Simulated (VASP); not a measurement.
Write the native input for VASP 6.6.1 that does the following.

```yaml
Task: single point
Functional: PBE
Potentials_or_basis: VASP PAW PBE potentials, release 64 (Zr_sv, F)
Cutoff: 520 eV
k_mesh: 12 × 12 × 10
Occupations: gaussian, width 0.1 eV
Spin: no spin polarisation
Dipole_correction: no
Further_INCAR_settings: ALGO = Normal; EDIFF = 1e-06; NBANDS = 27
```

The structure of ZrF lies in POSCAR:

```
ZrF
1.0
    3.7821354060      0.0000000000      0.0000000000
    0.0000000000      3.7821354060      0.0000000000
    0.0000000000      0.0000000000      4.6167288072
Zr F
2 2
Direct
    0.0000000000      0.5000000000      0.0000000000
    0.5000000000      0.0000000000      0.5000000000
    0.5000000000      0.5000000000      0.2500000000
    0.5000000000      0.5000000000      0.7500000000
```

One way to write it, as run:

INCAR

```
SYSTEM = ZrF
ALGO = Normal
EDIFF = 1E-6
ENCUT = 520
GGA = PE
ISIF = 2
ISMEAR = 0
LASPH = .True.
LCHARG = .False.
LREAL = .False.
LWAVE = .False.
NBANDS = 27
NELM = 60
PREC = Accurate
SIGMA = 0.1
```

KPOINTS

```
k-points
0
Gamma
  12 12 10
  0 0 0
```

Potentials or basis: VASP PAW PBE potentials, release 64 (Zr_sv, F).

Run with:

```sh
$ cat potpaw_PBE.64/Zr_sv/POTCAR potpaw_PBE.64/F/POTCAR > POTCAR
$ mpirun -np 1 vasp_std > vasp.out
```

It gave:

| Item | Value |
| --- | --- |
| Pressure | 0.1 GPa |
| Band gap on the k mesh | zero (band 19 reaches 9.29 eV, above the bottom of band 20 at 7.57 eV) |

Wall time 3.6 min on 1 thread of Intel(R) Xeon(R) Platinum 8259CL CPU @ 2.50GHz (Skylake/Cascade Lake), with other jobs on the host, peak memory 0.35 GiB.
